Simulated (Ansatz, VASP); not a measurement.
**One calculation of Si, two programs**

```
CELL_PARAMETERS angstrom
2.83477 0.00000 0.00000
-1.41739 2.45498 0.00000
0.00000 0.00000 4.50899
ATOMIC_POSITIONS crystal
Si 0.33333 0.66667 0.25000
Si 0.66667 0.33333 0.75000
```

Change from the starting cell: strain +0.0750 x Voigt [1, 1, 0, 0, 0, 0], atoms carried along.

Alike in both runs: task single point; functional PBE; dispersion D3(BJ); k mesh 24 × 24 × 14; occupations gaussian, width 0.15 eV; no spin polarisation.

|  | VASP | Ansatz |
| --- | --- | --- |
| version | VASP 6.6.1 | Ansatz 0.2.0 |
| potentials or method | VASP PAW PBE potentials, release 64 (Si), cutoff 520 eV | scalar-relativistic, plane waves, PAW |
| valence electrons in the cell | 8 | 8 |

|  | VASP | Ansatz | Ansatz less VASP |
| --- | --- | --- | --- |
| gap on the k mesh at the Fermi level (eV) | none | none | - |
| pressure (GPa) | -10.4 | -10.4 | +0.01 |
| traceless stress, the component that is largest in VASP (GPa) | 1.47 | 1.47 | 0.000 |

A gap of «none» marks a metal or a gap that the smearing closes.
